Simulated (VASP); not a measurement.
# Be (P6_3/mmc) in VASP: notebook

Runs on Be. Level: PBEsol. Tasks: single point, relaxation of cell and atoms.

Program: VASP 6.6.1. These are calculated values, not measurements. Logs are shortened: lines on timing, memory, paths and dates and some standing lists are left out, and cuts for length are marked.

## 1. The cell of the first run

Symmetry: P6_3/mmc, No. 194, hexagonal system. Conventional cell: a = 1.901 Å, b = 1.901 Å, c = 3.046 Å, α = 90.00°, β = 90.00°, γ = 120.00°. Be (site symmetry -6m2) has 12 Be at 1.88 to 1.90 Å within 2.5 Å.

## 2. Single point, PBEsol

INCAR

```
SYSTEM = Be
  PREC = Accurate
  ENCUT = 520
  EDIFF = 1E-6
  ISMEAR = -1
  SIGMA = 0.05
  LREAL = .False.
  LASPH = .True.
  NELM = 100
  ALGO = Normal
  ISIF = 2
  LWAVE = .False.
  LCHARG = .False.
  GGA = PS
  NBANDS = 9
```

KPOINTS

```
Automatic mesh
0
Gamma
  23 23 13
  0 0 0
```

POSCAR

```
Be
1.0
    1.9007395683      0.0000000000      0.0000000000
   -0.9503697841      1.6460887521      0.0000000000
    0.0000000000      0.0000000000      3.0455748580
Be
2
Direct
    0.3333333333      0.6666666667      0.2500000000
    0.6666666667      0.3333333333      0.7500000000
```

Potentials or basis: VASP PAW PBE potentials, release 64 (Be).

Run with:

```bash
$ cat potpaw_PBE.64/Be/POTCAR > POTCAR
$ mpirun -np 1 vasp_std > vasp.out
```

OUTCAR:

```text
SYSTEM = Be
   PREC = Accurate
   ENCUT = 520
   EDIFF = 1E-6
   ISMEAR = -1
   LREAL = .False.
   LASPH = .True.
   NELM = 100
   ISIF = 2
   GGA = PS

 ion  position               nearest neighbor table
   1  0.333  0.667  0.250-   2 1.88   2 1.88   2 1.88   2 1.88   2 1.88   2 1.88
   2  0.667  0.333  0.750-   1 1.88   1 1.88   1 1.88   1 1.88   1 1.88   1 1.88

  LATTYP: Found a hexagonal cell.
 ALAT       =     1.9007395683
 C/A-ratio  =     1.6023104421

  Lattice vectors:

 A1 = (   1.9007395683,   0.0000000000,   0.0000000000)
 A2 = (  -0.9503697841,   1.6460887521,   0.0000000000)
 A3 = (   0.0000000000,   0.0000000000,   3.0455748580)

Analysis of symmetry for initial positions (statically):
=====================================================================
 Subroutine PRICEL returns:
 Original cell was already a primitive cell.

 Routine SETGRP: Setting up the symmetry group for a
 hexagonal supercell.

 Subroutine GETGRP returns: Found 24 space group operations
 (whereof 12 operations were pure point group operations)
 out of a pool of 24 trial point group operations.

The static configuration has the point symmetry D_3d.
 The point group associated with its full space group is D_6h.

Analysis of symmetry for dynamics (positions and initial velocities):
=====================================================================
 Subroutine PRICEL returns:
 Original cell was already a primitive cell.

 Routine SETGRP: Setting up the symmetry group for a
 hexagonal supercell.

 Subroutine GETGRP returns: Found 24 space group operations
 (whereof 12 operations were pure point group operations)
 out of a pool of 24 trial point group operations.

The dynamic configuration has the point symmetry D_3d.
 The point group associated with its full space group is D_6h.

 Subroutine INISYM returns: Found 24 space group operations
 (whereof 12 operations are pure point group operations),
 and found     1 'primitive' translations

----------------------------------------------------------------------------------------

                                     Primitive cell

  volume of cell :       9.5290

  direct lattice vectors                    reciprocal lattice vectors
     1.900739568  0.000000000  0.000000000     0.526111003  0.303750329  0.000000000
    -0.950369784  1.646088752  0.000000000     0.000000000  0.607500658  0.000000000
     0.000000000  0.000000000  3.045574858     0.000000000  0.000000000  0.328345237

  length of vectors
[... 88 lines left out ...]
   ISIF   =      2    stress and relaxation
   ISYM   =      2    0-nonsym 1-usesym 2-fastsym
   POTIM  = 0.5000    time-step for ionic-motion
   TEBEG  =    0.0;   TEEND  =   0.0 temperature during run
   PSTRESS=    0.0 pullay stress
   NELECT =       4.0000    total number of electrons
   NUPDOWN=      -1.0000    fix difference up-down
   EMIN   =  10.00;   EMAX   =-10.00  energy-range for DOS
   EFERMI =   0.00;   METHOD = LEGACY
   ISMEAR =    -1;   SIGMA  =   0.05  broadening in eV -4-tet -1-fermi 0-gaus
   EFERMI_NEDOS =   21; number of points for ismear=-14 and -15
   IALGO  =     38    algorithm
   IMIX   =      4    mixing-type and parameters
     AMIX     =   0.40;   BMIX     =  1.00
     AMIX_MAG =   1.60;   BMIX_MAG =  1.00
  volume/ion in A,a.u.               =       4.76        32.15
  Fermi-wavevector in a.u.,A,eV,Ry     =   1.225782  2.316391 20.443307  1.502541
  Thomas-Fermi vector in A             =   2.360807
   LORBIT       =      0    0 simple, 1 ext, 2 COOP (PROOUT), +10 PAW based schemes
   GGA     = PS    functional components
   LHFCALC =     F    Hartree Fock is set to
   AEXX    =    0.0000 exact exchange contribution
   IVDW    =     0    specifies the selected vdW correction
   LEPSILON=     F    determine dielectric tensor
   LRPA    =     F    only Hartree local field effects (RPA)
 non-spin polarized calculation
  energy-cutoff  :      520.00
  volume of cell :        9.53
 maximum number of plane-waves:       269
   NGX =  7   NGY =  7   NGZ = 11

 number of electron       4.0000000 magnetization

 Free energy of the ion-electron system (eV)
  ---------------------------------------------------
  ext. energy  EPLUGINS =         0.00000000
  ---------------------------------------------------
  free energy    TOTEN  =        -6.10404382 eV

  energy without entropy =       -6.10321216  energy(sigma->0) =       -6.10362799

 E-fermi :  11.7692     XC(G=0): -12.4022

 val. band max:       11.7418700169   @ k =   0.3043   0.2174   0.0000
 cond. band min:      11.7788574384   @ k =   0.3043   0.3043   0.0000
 fundamental gap:      0.0369874215
 Fermi energy:        11.7692321614

 k-point     1 :       0.0000    0.0000    0.0000
  band No.  band energies     occupation
      1      -2.1392      2.00000
      2       5.0718      2.00000
      3      15.0978      0.00000
      4      36.0609      0.00000
      5      36.0609      0.00000
      6      39.9447      0.00000
      7      39.9447      0.00000
      8      42.5317      0.00000
      9      49.3640      0.00000
[... 265 lines left out ...]
 k-point    24 :       0.0870    0.0870    0.0000
  band No.  band energies     occupation
      1      -1.4075      2.00000
      2       6.2986      2.00000
      3      14.8362      0.00000
      4      30.1391      0.00000
      5      31.7546      0.00000
      6      40.2630      0.00000
      7      40.4966      0.00000
      8      40.8626      0.00000
      9      44.6130      0.00000

 [... further k-points ...]

------------------------ aborting loop because EDIFF is reached ----------------------------------------

  FORCE on cell =-STRESS in cart. coord.  units (eV):
  Direction    XX          YY          ZZ          XY          YZ          ZX
  --------------------------------------------------------------------------------------
  -------------------------------------------------------------------------------------
  Total        8.4093297      8.4093297      8.4134611      0.0000000      0.0000000      0.0000000
  in kB     1413.9264576   1413.9264576   1414.6211069      0.0000000      0.0000000      0.0000000
  external PRESSURE =    1414.1580074 kB  Pullay stress =       0.0000000 kB

 VOLUME and BASIS-vectors are now :
 -----------------------------------------------------------------------------
  energy-cutoff  :      520.00
  volume of cell :        9.53
      direct lattice vectors                 reciprocal lattice vectors
     1.900739568  0.000000000  0.000000000     0.526111003  0.303750329  0.000000000
    -0.950369784  1.646088752  0.000000000     0.000000000  0.607500658  0.000000000
     0.000000000  0.000000000  3.045574858     0.000000000  0.000000000  0.328345237

 POSITION                                       TOTAL-FORCE (eV/Angst)
 -----------------------------------------------------------------------------------
     -0.00000      1.09739      0.76139        -0.000000      0.000000      0.000000
      0.95037      0.54870      2.28418         0.000000     -0.000000      0.000000
 -----------------------------------------------------------------------------------
    total drift:                                0.000000     -0.000000      0.000000

  FREE ENERGIE OF THE ION-ELECTRON SYSTEM (eV)
  ---------------------------------------------------
  free  energy   TOTEN  =        -6.1040438217 eV

  energy  without entropy=       -6.1032121613  energy(sigma->0) =       -6.10362799
```

stdout:

```text
POSCAR found type information on POSCAR Be
 POSCAR found :  1 types and       2 ions
 scaLAPACK will be used
 -----------------------------------------------------------------------------
|                                                                             |
|                                                                             |
|     You enforced a specific xc type in the INCAR file but a different       |
|     I HOPE YOU KNOW WHAT YOU ARE DOING!                                     |
|                                                                             |
 -----------------------------------------------------------------------------

 LDA part: xc-table for (Slater+PW92), standard interpolation
 POSCAR, INCAR and KPOINTS ok, starting setup
 FFT: planning ... GRIDC
 FFT: planning ... GRID_SOFT
 FFT: planning ... GRID
 WAVECAR not read
 entering main loop
```

Wall time 22 s (1 thread of Intel Xeon 8259CL, shared host); peak memory 0.14 GiB.

Results:

| Property | Result |
| --- | --- |
| Free energy | -6.1040 eV |
| Pressure | 141.4 GPa |
| Band gap on the k mesh | zero (bands 2 and 3 overlap by 1.76 eV) |

Caveat: the cell stands under pressure; the PAW data sets were made with another functional, which shifts forces and pressure a little.

## 3. Single point, PBEsol

INCAR

```
SYSTEM = Be
ALGO     = Normal         ! electronic algorithm
EDIFF    = 1E-6           ! SCF threshold, eV
ENCUT    = 520            ! plane-wave cutoff, eV
GGA      = PS             ! functional
ISIF     = 2              ! what is computed and relaxed
ISMEAR   = -1             ! smearing method
LASPH    = .True.         ! aspherical terms in the spheres
LCHARG   = .True.         ! write CHGCAR
LELF     = .True.         ! ELF
LREAL    = .False.        ! projectors in reciprocal space
LVHAR    = .True.       
LWAVE    = .False.        ! write WAVECAR
NBANDS   = 9              ! bands
NELM     = 60             ! most SCF steps
PREC     = Accurate       ! precision mode
SIGMA    = 0.05           ! smearing width, eV
```

KPOINTS

```
k-points
0
Gamma
  23 23 13
  0 0 0
```

POSCAR

```
Be
1.0
    1.8999358889      0.0000000000      0.0000000000
   -0.9499679445      1.6453927454      0.0000000000
    0.0000000000      0.0000000000      3.0441317355
Be
2
Direct
    0.3333333333      0.6666666667      0.2500000000
    0.6666666667      0.3333333333      0.7500000000
```

Potentials or basis: VASP PAW PBE potentials, release 64 (Be).

Run with:

```bash
$ cat potpaw_PBE.64/Be/POTCAR > POTCAR
$ mpirun -np 1 vasp_std > vasp.out
```

OUTCAR:

```text
SYSTEM = Be
   EDIFF = 1E-6
   ENCUT = 520
   GGA = PS
   ISIF = 2
   ISMEAR = -1
   LASPH = .True.
   LREAL = .False.
   NELM = 60
   PREC = Accurate

 ion  position               nearest neighbor table
   1  0.333  0.667  0.250-   2 1.88   2 1.88   2 1.88   2 1.88   2 1.88   2 1.88
   2  0.667  0.333  0.750-   1 1.88   1 1.88   1 1.88   1 1.88   1 1.88   1 1.88

  LATTYP: Found a hexagonal cell.
 ALAT       =     1.8999358889
 C/A-ratio  =     1.6022286611

  Lattice vectors:

 A1 = (   1.8999358889,   0.0000000000,   0.0000000000)
 A2 = (  -0.9499679445,   1.6453927454,   0.0000000000)
 A3 = (   0.0000000000,   0.0000000000,   3.0441317355)

Analysis of symmetry for initial positions (statically):
=====================================================================
 Subroutine PRICEL returns:
 Original cell was already a primitive cell.

 Routine SETGRP: Setting up the symmetry group for a
 hexagonal supercell.

 Subroutine GETGRP returns: Found 24 space group operations
 (whereof 12 operations were pure point group operations)
 out of a pool of 24 trial point group operations.

The static configuration has the point symmetry D_3d.
 The point group associated with its full space group is D_6h.

Analysis of symmetry for dynamics (positions and initial velocities):
=====================================================================
 Subroutine PRICEL returns:
 Original cell was already a primitive cell.

 Routine SETGRP: Setting up the symmetry group for a
 hexagonal supercell.

 Subroutine GETGRP returns: Found 24 space group operations
 (whereof 12 operations were pure point group operations)
 out of a pool of 24 trial point group operations.

The dynamic configuration has the point symmetry D_3d.
 The point group associated with its full space group is D_6h.

 Subroutine INISYM returns: Found 24 space group operations
 (whereof 12 operations are pure point group operations),
 and found     1 'primitive' translations

[... 116 lines left out ...]
  Fermi-wavevector in a.u.,A,eV,Ry     =   1.226321  2.317411 20.461302  1.503863
  Thomas-Fermi vector in A             =   2.361326
   LORBIT       =      0    0 simple, 1 ext, 2 COOP (PROOUT), +10 PAW based schemes
   GGA     = PS    functional components
   LHFCALC =     F    Hartree Fock is set to
   AEXX    =    0.0000 exact exchange contribution
   IVDW    =     0    specifies the selected vdW correction
   LEPSILON=     F    determine dielectric tensor
   LRPA    =     F    only Hartree local field effects (RPA)
 non-spin polarized calculation
  energy-cutoff  :      520.00
  volume of cell :        9.52
 maximum number of plane-waves:       269
   NGX =  7   NGY =  7   NGZ = 11

 number of electron       4.0000000 magnetization

 Free energy of the ion-electron system (eV)
  ---------------------------------------------------
  ext. energy  EPLUGINS =         0.00000000
  ---------------------------------------------------
  free energy    TOTEN  =        -6.09292312 eV

  energy without entropy =       -6.09209090  energy(sigma->0) =       -6.09250701

 E-fermi :  11.7840     XC(G=0): -12.4073

 val. band max:       11.7568719012   @ k =   0.3043   0.2174   0.0000
 cond. band min:      11.7940550566   @ k =   0.3043   0.3043   0.0000
 fundamental gap:      0.0371831554
 Fermi energy:        11.7840335235

 k-point     1 :       0.0000    0.0000    0.0000
  band No.  band energies     occupation
      1      -2.1306      2.00000
      2       5.0807      2.00000
      3      15.1221      0.00000
      4      36.0985      0.00000
      5      36.0985      0.00000
      6      39.9859      0.00000
      7      39.9859      0.00000
      8      42.5800      0.00000
      9      49.4095      0.00000
[... 265 lines left out ...]
 k-point    24 :       0.0870    0.0870    0.0000
  band No.  band energies     occupation
      1      -1.3990      2.00000
      2       6.3086      2.00000
      3      14.8585      0.00000
      4      30.1702      0.00000
      5      31.7895      0.00000
      6      40.3069      0.00000
      7      40.5409      0.00000
      8      40.9073      0.00000
      9      44.6554      0.00000

 [... further k-points ...]

------------------------ aborting loop because EDIFF is reached ----------------------------------------

  FORCE on cell =-STRESS in cart. coord.  units (eV):
  Direction    XX          YY          ZZ          XY          YZ          ZX
  --------------------------------------------------------------------------------------
  -------------------------------------------------------------------------------------
  Total        8.4371090      8.4371090      8.4464751     -0.0000000      0.0000000      0.0000000
  in kB     1420.4706844   1420.4706845   1422.0475595     -0.0000000      0.0000000      0.0000000
  external PRESSURE =    1420.9963095 kB  Pullay stress =       0.0000000 kB

 VOLUME and BASIS-vectors are now :
 -----------------------------------------------------------------------------
  energy-cutoff  :      520.00
  volume of cell :        9.52
      direct lattice vectors                 reciprocal lattice vectors
     1.899935889  0.000000000  0.000000000     0.526333549  0.303878816  0.000000000
    -0.949967944  1.645392745  0.000000000     0.000000000  0.607757633  0.000000000
     0.000000000  0.000000000  3.044131736     0.000000000  0.000000000  0.328500895

 POSITION                                       TOTAL-FORCE (eV/Angst)
 -----------------------------------------------------------------------------------
     -0.00000      1.09693      0.76103        -0.000000      0.000000      0.000000
      0.94997      0.54846      2.28310         0.000000     -0.000000      0.000000
 -----------------------------------------------------------------------------------
    total drift:                                0.000000     -0.000000      0.000000

  FREE ENERGIE OF THE ION-ELECTRON SYSTEM (eV)
  ---------------------------------------------------
  free  energy   TOTEN  =        -6.0929231162 eV

  energy  without entropy=       -6.0920908993  energy(sigma->0) =       -6.09250701
```

OSZICAR:

```text
N       E                     dE             d eps       ncg     rms          rms(c)
DAV:   1     0.709437884321E+00    0.70944E+00   -0.20305E+03  7312   0.388E+02
DAV:   2    -0.614951602471E+01   -0.68590E+01   -0.66405E+01 10051   0.708E+01
DAV:   3    -0.620098434730E+01   -0.51468E-01   -0.49959E-01  8105   0.420E+00
DAV:   4    -0.620102652212E+01   -0.42175E-04   -0.42173E-04  8615   0.121E-01
DAV:   5    -0.620102654271E+01   -0.20583E-07   -0.21870E-07  7978   0.261E-03    0.216E+00
DAV:   6    -0.612264393945E+01    0.78383E-01   -0.18750E-02  7487   0.173E+00    0.136E+00
DAV:   7    -0.609307590303E+01    0.29568E-01   -0.14765E-02  7419   0.144E+00    0.456E-02
DAV:   8    -0.609292041982E+01    0.15548E-03   -0.57169E-05  7745   0.736E-02    0.308E-02
DAV:   9    -0.609292303665E+01   -0.26168E-05   -0.15114E-06  8397   0.740E-03    0.142E-03
DAV:  10    -0.609292311620E+01   -0.79547E-07   -0.39899E-09  4604   0.536E-04
   1 F= -.60929231E+01 E0= -.60925070E+01  d E =-.832217E-03
```

stdout:

```text
POSCAR found type information on POSCAR Be
 POSCAR found :  1 types and       2 ions
 scaLAPACK will be used
 -----------------------------------------------------------------------------
|                                                                             |
|                                                                             |
|     You enforced a specific xc type in the INCAR file but a different       |
|     I HOPE YOU KNOW WHAT YOU ARE DOING!                                     |
|                                                                             |
 -----------------------------------------------------------------------------

 LDA part: xc-table for (Slater+PW92), standard interpolation
 POSCAR, INCAR and KPOINTS ok, starting setup
 FFT: planning ... GRIDC
 FFT: planning ... GRID_SOFT
 FFT: planning ... GRID
 WAVECAR not read
 entering main loop
```

It took 26 s on 1 thread of Intel Xeon 8259CL, shared host; peak memory 0.13 GiB.

Results:

- Free energy: -6.0929 eV
- Pressure: 142.1 GPa
- Band gap on the k mesh: zero (bands 2 and 3 overlap by 1.76 eV)

Stress tensor (GPa, compression positive):
```
142.05   0.00   0.00
  0.00 142.05   0.00
  0.00   0.00 142.20
```

Levels at points of the mesh, in eV from the Fermi level:
| k point | band 1 | band 2 | band 3 | band 4 | band 5 |
| --- | --- | --- | --- | --- | --- |
| (0.00, 0.00, 0.00) | -13.91 | -6.70 | 3.34 | 24.31 | 24.31 |

Caveat: the cell stands under pressure; the PAW data sets were made with another functional, which shifts forces and pressure a little.

(Continued in part 2 of 2.)
